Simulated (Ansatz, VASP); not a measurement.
## Yb2YC: VASP beside Ansatz

```xyz
4
Lattice="3.9505 0.0000 0.0000 0.0000 3.9505 0.0000 0.0000 0.0000 5.8183" Properties=species:S:1:pos:R:3 pbc="T T T"
Yb    0.0000    0.0000    0.0000
Yb    1.9753    1.9753    0.0000
Y     0.0000    0.0000    2.9091
C     1.9753    1.9753    2.9091
```

Alike in both runs: task single point; functional PBE; k mesh 4 × 4 × 4; occupations gaussian, width 0.1 eV; collinear spin.

|  | VASP | Ansatz |
| --- | --- | --- |
| version | VASP 6.6.1 | Ansatz 0.2.0 |
| potentials or method | VASP PAW PBE potentials, release 64 (Yb, Y_sv, C), cutoff 600 eV | scalar-relativistic, plane waves, PAW |
| valence electrons in the cell | 63 | 63 |

|  | VASP | Ansatz | Ansatz less VASP |
| --- | --- | --- | --- |
| gap on the k mesh at the Fermi level (eV) | none | none | - |
| pressure (GPa) | 0.1 | 0.2 | +0.08 |
| traceless stress, the component that is largest in VASP (GPa) | -0.09 | -0.03 | +0.054 |
| net moment per atom (μB) | 0.00 | 0.00 | 0.000 |

A gap of «none» marks a metal or a gap that the smearing closes. With one functional, cell and mesh, what is left measures potentials, basis and numerics. Ansatz's warnings: seeded moment not kept.

The k mesh is coarse, so the values compare programs but aren't converged. Spin-orbit coupling is off throughout.
